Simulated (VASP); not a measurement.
Here is a VASP 6.6.1 calculation.

The input POSCAR:

```
TePb
1.0
    5.4984073724      0.0000000000      0.0000000000
   -2.7492036862      4.7617604648      0.0000000000
    0.0000000000      0.0000000000      6.5753564412
Pb Te
2 2
Direct
    0.3333333333      0.6666666667     -0.0620409686
    0.6666666667      0.3333333333      0.4379590314
    0.3333333333      0.6666666667      0.4370409686
    0.6666666667      0.3333333333      0.9370409686
```

Contents of INCAR.step1:

```
ALGO = Normal
EDIFF = 1E-4
ENCUT = 520
GGA = PE
ISMEAR = 0
LASPH = True
LCHARG = False
LREAL = False
LWAVE = True
NBANDS = 28
NELM = 100
PREC = Accurate
SIGMA = 0.01
```

Contents of INCAR.step2:

```
ALGO = Normal
EDIFF = 1E-7
ENCUT = 520
ISIF = 2
ISMEAR = 0
ISTART = 1
LASPH = True
LCHARG = False
LMIXTAU = True
LREAL = False
LWAVE = False
METAGGA = R2SCAN
NBANDS = 28
NELM = 100
PREC = Accurate
SIGMA = 0.01
```

Contents of KPOINTS:

```
k-points
0
Gamma
  6 6 4
```

Potentials or basis: VASP PAW PBE potentials, release 64 (Pb_d, Te).

Launch:

```bash
$ cat potpaw_PBE.64/Pb_d/POTCAR potpaw_PBE.64/Te/POTCAR > POTCAR
$ cp INCAR.step1 INCAR
$ mpirun -np 1 vasp_std > vasp.out
$ cp INCAR.step2 INCAR
$ mpirun -np 1 vasp_std > vasp.out
```

**Question.** Estimate the pressure.

**Answer.** 0.0 GPa.

**Question.** What does it give for the band gap on the k mesh?

**Answer.** 1.38 eV, direct.

Caveat: the PAW data sets were made with another functional, which shifts forces and pressure a little; spin-orbit coupling is left out, which moves the levels of the heavy elements. A k mesh can miss the band edges.
